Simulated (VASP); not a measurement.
Set up this calculation in VASP 6.6.1, as the native input.

```yaml
Task: single point
Functional: PBE
Potentials_or_basis: VASP PAW PBE potentials, release 64 (Ga_d, Sb_d_GW)
Cutoff: 500 eV
k_mesh: 8 × 8 × 8
Occupations: fermi-dirac, width 0.02 eV
Spin: no spin polarisation
Dipole_correction: no
Further_INCAR_settings: ALGO = Normal; EDIFF = 1e-06; NBANDS = 21
```

The structure of GaSb lies in POSCAR:

```
GaSb
1.0
    0.0000000000      3.1578551619      2.9884959792
    3.1578551619      0.0000000000      2.9884959792
    3.1578551619      3.1578551619      0.0000000000
Ga Sb
1 1
Direct
    0.0000000000      0.0000000000      0.0000000000
    0.2500000000      0.2500000000      0.2500000000
```

This cell differs from its parent crystal: epitaxial xy strain +3.0%.

One way to write it, as run:

INCAR

```
SYSTEM = GaSb
PREC = Accurate ; ENCUT = 500
EDIFF = 1E-6 ; ISMEAR = -1
SIGMA = 0.02 ; LREAL = .FALSE.
LASPH = .TRUE. ; NELM = 120
ALGO = Normal ; ISIF = 2
LWAVE = .FALSE. ; LCHARG = .TRUE.
GGA = PE ; LELF = .TRUE.
LVHAR = .TRUE. ; NBANDS = 21
GGA_COMPAT = .FALSE.
```

KPOINTS

```
Automatic mesh
0
G
  8 8 8
  0 0 0
```

Potentials or basis: VASP PAW PBE potentials, release 64 (Ga_d, Sb_d_GW).

Run with:

```bash
$ cat potpaw_PBE.64/Ga_d/POTCAR potpaw_PBE.64/Sb_d_GW/POTCAR > POTCAR
$ mpirun -np 1 vasp_std > vasp.out
```

It gave:

The pressure is 0.3 GPa. The band gap on the k mesh is 0.28 eV.

Caveat: the cell differs from its parent crystal (epitaxial xy strain +3.0%); semilocal functionals underestimate gaps, and a narrow one can read as zero; spin-orbit coupling is left out, which moves the levels of the heavy elements.

Run time: 47 s on 1 thread of Intel(R) Xeon(R) Platinum 8488C (Sapphire Rapids) (shared host), peak memory 0.24 GiB.
